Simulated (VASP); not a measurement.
Wanted: the native input for a VASP 6.6.1 run.

* Task: single point
* Functional: LDA
* Potentials or basis: VASP PAW LDA potentials, release 64 (Cd, Te)
* Cutoff: 520 eV
* k mesh: 8 × 8 × 8
* Occupations: gaussian, width 0.05 eV
* Spin: no spin polarisation
* Dipole correction: no
* Further INCAR settings: ALGO = Normal; EDIFF = 1e-06; NBANDS = 16

The structure of CdTe lies in POSCAR:

```
CdTe
1.0
    0.0000000000      3.0106062918      3.2624688901
    3.2624688901      0.0000000000      3.2624688901
    3.2624688901      3.0106062918      0.0000000000
Cd Te
1 1
Direct
    0.0000000000      0.0000000000      0.0000000000
    0.7500000000      0.7500000000      0.7500000000
```

This cell differs from its parent crystal: volume 32.044 Å^3 an atom, c/a of the conventional cell 0.9228.

These files were run (other wordings do the same):

INCAR

```
PREC = Accurate
ENCUT = 520
EDIFF = 1E-6
ISMEAR = 0
SIGMA = 0.05
LREAL = False
LASPH = True
NELM = 100
ALGO = Normal
ISIF = 2
LWAVE = False
LCHARG = True
LELF = True
LVHAR = True
NBANDS = 16
```

KPOINTS

```
Automatic mesh
0
Gamma
  8 8 8
```

Potentials or basis: VASP PAW LDA potentials, release 64 (Cd, Te).

The run is started by

```console
$ cat potpaw_LDA.64/Cd/POTCAR potpaw_LDA.64/Te/POTCAR > POTCAR
$ mpirun -np 1 vasp_std > vasp.out
```

Results of the run:

* Pressure: 1.5 GPa
* Band gap on the k mesh: 0.56 eV, direct

Caveat: spin-orbit coupling is left out, which moves the levels of the heavy elements.

Wall time 63 s on 1 thread of Intel(R) Xeon(R) 6975P-C (Granite Rapids), with other jobs on the host, peak memory 0.2 GiB.
